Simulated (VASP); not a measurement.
The system is Tl2Cl.

```
Tl Cl
1.0
     0.00000    4.39355    4.39355
     4.39355    0.00000    4.39355
     4.39355    4.39355    0.00000
Tl Cl
4 2
Direct
  0.62500 0.62500 0.62500
  0.12500 0.62500 0.62500
  0.62500 0.62500 0.12500
  0.62500 0.12500 0.62500
  0.00000 0.00000 0.00000
  0.25000 0.25000 0.25000
```

```yaml
Program: VASP 6.6.1
Task: relaxation of cell and atoms
Functional: PBE
Potentials_or_basis: VASP PAW PBE potentials, release 64 (Tl_d, Cl)
Cutoff: 600 eV
k_mesh: 4 × 4 × 4
Occupations: gaussian, width 0.1 eV
Spin: no spin polarisation
```

At the start: pressure 4.4 GPa; volume 28.27 Å³/atom.

Where does the relaxation end?

Over 3 steps the energy falls by 54.5 meV/atom and the volume is 33.26 Å³/atom (+17.7 %); space group Fd-3m (No. 227, to 0.1 Å) before and after.

The path:
```csv
step,energy change (eV),largest force (eV/Å),pressure (GPa),volume (Å³)
1,0.0000,0.0000,4.42,169.62
2,-0.3063,0.0000,0.90,189.48
3,-0.3272,0.0000,-0.19,199.56
```

Final structure:
```
Tl Cl
1.0
     0.00000    4.63818    4.63818
     4.63818    0.00000    4.63818
     4.63818    4.63818    0.00000
Tl Cl
4 2
Direct
  0.62500 0.62500 0.62500
  0.12500 0.62500 0.62500
  0.62500 0.62500 0.12500
  0.62500 0.12500 0.62500
  0.00000 0.00000 0.00000
  0.25000 0.25000 0.25000
```

Caveat: the volume moved by over 15 % at a fixed basis, so the end points are rough.
